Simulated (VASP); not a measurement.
Set up this calculation in VASP 6.6.1, as the native input.

```
Task                   : single point
Functional             : PBE
Potentials or basis    : VASP PAW PBE potentials, release 64 (Li_sv, Se, F)
Cutoff                 : 520 eV
k mesh                 : 4 × 4 × 4
Occupations            : gaussian, width 0.1 eV
Spin                   : no spin polarisation
Dipole correction      : no
Further INCAR settings : ALGO = Normal; EDIFF = 1e-06; NBANDS = 19
```

The structure of Li3SeF lies in POSCAR:

```
Li3SeF
1.0
    4.2812138900      0.0000000000      0.0000000000
    0.0000000000      4.2812138900      0.0000000000
    0.0000000000      0.0000000000      4.2020493900
Li Se F
3 1 1
Direct
    0.5000000000      0.0000000000      0.4369178400
    0.5000000000      0.5000000000      0.0073604700
    0.0000000000      0.5000000000      0.4369178400
    0.0000000000      0.0000000000      0.0987114500
    0.5000000000      0.5000000000      0.5200924100
```

These files were run (other wordings do the same):

INCAR

```
SYSTEM = Li3SeF
ALGO     = Normal         ! electronic algorithm
EDIFF    = 1E-6           ! SCF threshold, eV
ENCUT    = 520            ! plane-wave cutoff, eV
GGA      = PE             ! functional
ISIF     = 2              ! what is computed and relaxed
ISMEAR   = 0              ! smearing method
LASPH    = .TRUE.         ! aspherical terms in the spheres
LCHARG   = .FALSE.        ! write CHGCAR
LREAL    = .FALSE.        ! projectors in reciprocal space
LWAVE    = .FALSE.        ! write WAVECAR
NBANDS   = 19             ! bands
NELM     = 60             ! most SCF steps
PREC     = Accurate       ! precision mode
SIGMA    = 0.1            ! smearing width, eV
```

KPOINTS

```
k-points
0
G
  4 4 4
  0 0 0
```

Potentials or basis: VASP PAW PBE potentials, release 64 (Li_sv, Se, F).

Command:

```bash
$ cat potpaw_PBE.64/Li_sv/POTCAR potpaw_PBE.64/Se/POTCAR potpaw_PBE.64/F/POTCAR > POTCAR
$ mpirun -np 1 vasp_std > vasp.out
```

It gave:

- Largest force: 0.492 eV/Å
- Band gap on the k mesh: 2.84 eV, indirect (least direct gap 2.98 eV)

Run time: 22 s on 1 thread of Intel(R) Xeon(R) Platinum 8259CL CPU @ 2.50GHz (Skylake/Cascade Lake), on a shared host, peak memory 0.18 GiB.
